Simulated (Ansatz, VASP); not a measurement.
**BN: VASP beside Ansatz**

POSCAR

```
BN
1.0
    0.0000000000      1.7858059850      1.7586109700
    1.7858059850      0.0000000000      1.7586109700
    1.7858059850      1.7858059850      0.0000000000
B N
1 1
Direct
    0.0000000000      0.0000000000      0.0000000000
    0.7500000000      0.7500000000      0.7500000000
```

INCAR.step1

```
PREC = Accurate
ENCUT = 520
ISMEAR = 0
SIGMA = 0.05
LREAL = F
LASPH = T
NELM = 100
NBANDS = 11
GGA = PE
ALGO = Normal
EDIFF = 1E-4
LWAVE = T
LCHARG = F
```

INCAR.step2

```
PREC = Accurate
ENCUT = 520
EDIFF = 1E-7
ISMEAR = 0
SIGMA = 0.05
LREAL = F
LASPH = T
NELM = 100
ALGO = Normal
ISIF = 2
LWAVE = F
LCHARG = F
METAGGA = R2SCAN
LMIXTAU = T
NBANDS = 11
ISTART = 1
```

File KPOINTS:

```
Automatic mesh
0
Gamma
  12 12 12
```

Input for Ansatz:

```yaml
crystal:
  lattice:
    - [0.0, 1.785805985, 1.75861097]
    - [1.785805985, 0.0, 1.75861097]
    - [1.785805985, 1.785805985, 0.0]
  atoms:
    - { symbol: B, position: [0.0, 0.0, 0.0] }
    - { symbol: "N", position: [0.75, 0.75, 0.75] }
basis:
  ecutwfc: 500
kpoints:
  mp_grid: { grid: [12, 12, 12] }
hamiltonian:
  xc: r2scan
scf:
  occupations: { method: gaussian, width: 0.05 }
output:
  forces: true
  stress: true
  eigenvalues: true
```

Change from the starting cell: strain -0.015 along x and y, -0.030 along z, atoms carried along.

Alike in both runs: task single point; functional r2SCAN; k mesh 12 × 12 × 12; occupations gaussian, width 0.05 eV; no spin polarisation.

```csv
,VASP,Ansatz
version,VASP 6.6.1,Ansatz 0.2.0
potentials or method,"VASP PAW PBE potentials, release 64 (B, N), cutoff 520 eV","scalar-relativistic, plane waves, PAW"
valence electrons in the cell,8,8
```

VASP gave:

| Quantity | Value |
| --- | --- |
| gap on the k mesh at the Fermi level (eV) | 4.74 |
| least direct gap on the mesh (eV) | 9.60 |
| pressure (GPa) | 21.4 |
| traceless stress, the component that is largest in VASP (GPa) | 6.76 |

Estimate Ansatz's values.

gap on the k mesh at the Fermi level (eV): 4.77; least direct gap on the mesh (eV): 9.65; pressure (GPa): 20.1; traceless stress, the component that is largest in VASP (GPa): 6.78.

VASP's potentials were made for PBE, not for r2SCAN.
